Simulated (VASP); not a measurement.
Here is a VASP 6.6.1 calculation.

POSCAR

```
AgRh
1.0
    2.7959833597      0.0000000000      0.0000000000
   -1.3979916799      2.4213926181      0.0000000000
    0.0000000000      0.0000000000      4.8404479744
Ag Rh
1 1
Direct
    0.0000000000      0.0000000000      0.5000000000
    0.6666666667      0.3333333333      0.0000000000
```

The input INCAR.step1:

```
SYSTEM = AgRh
PREC = Accurate ; ENCUT = 520
ISMEAR = -1 ; SIGMA = 0.05
LREAL = .FALSE. ; LASPH = .TRUE.
NELM = 100 ; NBANDS = 20
GGA = PE ; ALGO = Normal
EDIFF = 1E-4 ; LWAVE = .TRUE.
LCHARG = .FALSE.
```

Contents of INCAR.step2:

```
SYSTEM = AgRh
PREC = Accurate ; ENCUT = 520
EDIFF = 1E-6 ; ISMEAR = -1
SIGMA = 0.05 ; LREAL = .FALSE.
LASPH = .TRUE. ; NELM = 100
ALGO = Normal ; ISIF = 2
LWAVE = .FALSE. ; LCHARG = .FALSE.
METAGGA = R2SCAN ; LMIXTAU = .TRUE.
NBANDS = 20 ; ISTART = 1
```

File KPOINTS:

```
regular mesh
0
G
  11 11 6
  0 0 0
```

Potentials or basis: VASP PAW PBE potentials, release 64 (Ag, Rh_pv).

Launch:

```console
$ cat potpaw_PBE.64/Ag/POTCAR potpaw_PBE.64/Rh_pv/POTCAR > POTCAR
$ cp INCAR.step1 INCAR
$ mpirun -np 1 vasp_std > vasp.out
$ cp INCAR.step2 INCAR
$ mpirun -np 1 vasp_std > vasp.out
```

Task: Estimate the band gap on the k mesh.

Result: Zero (bands 13 and 14 overlap by 1.34 eV).

Task: Estimate the pressure.

Result: -8.7 GPa.

Stress tensor (GPa, compression positive):
```
-8.88  0.00  0.00
 0.00 -8.88  0.00
 0.00  0.00 -8.45
```

Caveat: the cell stands under tension; the PAW data sets were made with another functional, which shifts forces and pressure a little.
